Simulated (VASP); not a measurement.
A run of VASP 6.6.1 is set up as follows.

The input INCAR:

```
ALGO = Fast
EDIFF = 1E-6
ENCUT = 520
GGA = PE
ISIF = 2
ISMEAR = -1
LASPH = T
LCHARG = T
LELF = T
LREAL = F
LVHAR = T
LWAVE = F
NBANDS = 17
NELM = 80
PREC = Accurate
SIGMA = 0.05
```

The input KPOINTS:

```
k-points
0
Gamma
  11 11 6
```

Contents of POSCAR:

```
Pt
1.0
    2.7606656158      0.0000000000      0.0000000000
   -1.3803328079      2.3908065546      0.0000000000
    0.0000000000      0.0000000000      4.7921340000
Pt
2
Direct
    0.3333333333      0.6666666667      0.2500000000
    0.6666666667      0.3333333333      0.7500000000
```

Potentials or basis: VASP PAW PBE potentials, release 64 (Pt).

The run is started by

```console
$ cat potpaw_PBE.64/Pt/POTCAR > POTCAR
$ mpirun -np 1 vasp_std > vasp.out
```

Task: Predict the band gap on the k mesh.

Result: Zero (band 10 reaches 10.75 eV, above the bottom of band 11 at 9.56 eV).

Task: Predict the pressure.

Result: -1.1 GPa.

Stress tensor (GPa, compression positive):
```
-0.49  0.00  0.00
 0.00 -0.49  0.00
 0.00  0.00 -2.19
```

Caveat: spin-orbit coupling is left out, which moves the levels of the heavy elements.
